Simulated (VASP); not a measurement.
## MgO: single point with PBEsol

MgO:

```
CELL_PARAMETERS angstrom
0.00000 2.06411 2.06411
2.06411 0.00000 2.06411
2.06411 2.06411 0.00000
ATOMIC_POSITIONS crystal
Mg 0.00000 0.00000 0.00000
O 0.50000 0.50000 0.50000
```

This cell differs from its parent crystal: volume scaled by 0.94.

```json
{"Program": "VASP 6.6.1", "Task": "single point", "Functional": "PBEsol", "Potentials or basis": "VASP PAW PBE potentials, release 64 (Mg, O)", "Cutoff": "520 eV", "k mesh": "10 × 10 × 10", "Occupations": "gaussian, width 0.02 eV", "Spin": "no spin polarisation", "Dipole correction": "no", "Further INCAR settings": "ALGO = Normal; EDIFF = 1e-07; NBANDS = 11"}
```

- Pressure: 10.7 GPa
- Band gap on the k mesh: 5.24 eV, direct

Levels at points of the mesh, in eV from the valence-band top:
```
           k point  band 1  band 2  band 3  band 4  band 5  band 6  band 7  band 8  band 9
(0.00, 0.00, 0.00)  -17.53    0.00    0.00    0.00    5.24   15.96   15.96   15.96   19.97
(0.50, 0.00, 0.00)  -16.05   -4.96   -0.73   -0.73    8.13   13.19   16.80   16.80   21.69
(0.50, 0.50, 0.00)  -15.77   -4.40   -1.45   -1.45    8.98   10.54   13.62   19.78   19.78
```

Wall time 7.4 s on 1 thread of AMD EPYC 7R13 Processor (Zen 3) (shared host), peak memory 0.11 GiB.

Caveat: the PAW data sets were made with another functional, which shifts forces and pressure a little.
